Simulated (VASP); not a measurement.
**TaRu: electric field gradients with LDA**

TaRu:

```xyz
2
Lattice="3.0530 0.0000 0.0000 0.0000 3.0530 0.0000 0.0000 0.0000 3.3212" Properties=species:S:1:pos:R:3 pbc="T T T"
Ta    1.5265    1.5265    1.6606
Ru    0.0000    0.0000    0.0000
```

This cell differs from its parent crystal: zz strain of -2 %.

```yaml
Program: VASP 6.6.1
Task: electric field gradients
Functional: LDA
Potentials_or_basis: VASP PAW LDA potentials, release 64 (Ta_pv, Ru_pv)
Cutoff: 520 eV
k_mesh: 11 × 11 × 10
Occupations: fermi-dirac, width 0.05 eV
Spin: no spin polarisation
Dipole_correction: no
Further_INCAR_settings: ALGO = Normal; EDIFF = 1e-08; NBANDS = 20
```

```
Pressure : -4.6 GPa
```

Stress tensor (GPa, compression positive):
```
-5.65  0.00  0.00
 0.00 -5.65  0.00
 0.00  0.00 -2.56
```

Levels at points of the mesh, in eV from the Fermi level:
| k point | band 9 | band 10 | band 11 | band 12 | band 13 | band 14 | band 15 | band 16 |
| --- | --- | --- | --- | --- | --- | --- | --- | --- |
| (0.00, 0.00, 0.00) | -5.90 | -2.48 | -2.48 | -1.75 | 0.52 | 1.67 | 4.34 | 4.45 |
| (0.00, 0.00, 0.50) | -4.06 | -2.63 | -1.98 | -1.98 | -0.98 | 0.21 | 0.60 | 0.60 |

Electric field gradients, principal values (V/Å²):
```
atom    least   middle  greatest (by size)
1 Ta   -2.971   -2.971               5.942
2 Ru  -11.494  -11.494              22.987
```

Run time: 82 s on 1 thread of Intel(R) Xeon(R) Platinum 8259CL CPU @ 2.50GHz (Skylake/Cascade Lake) (shared host), peak memory 0.19 GiB.

Caveat: the cell differs from its parent crystal (zz strain of -2 %); without QUAD_EFG the Cq values of the log hold for a quadrupole moment of 1 mb, not for the nuclei; spin-orbit coupling is left out, which moves the levels of the heavy elements.
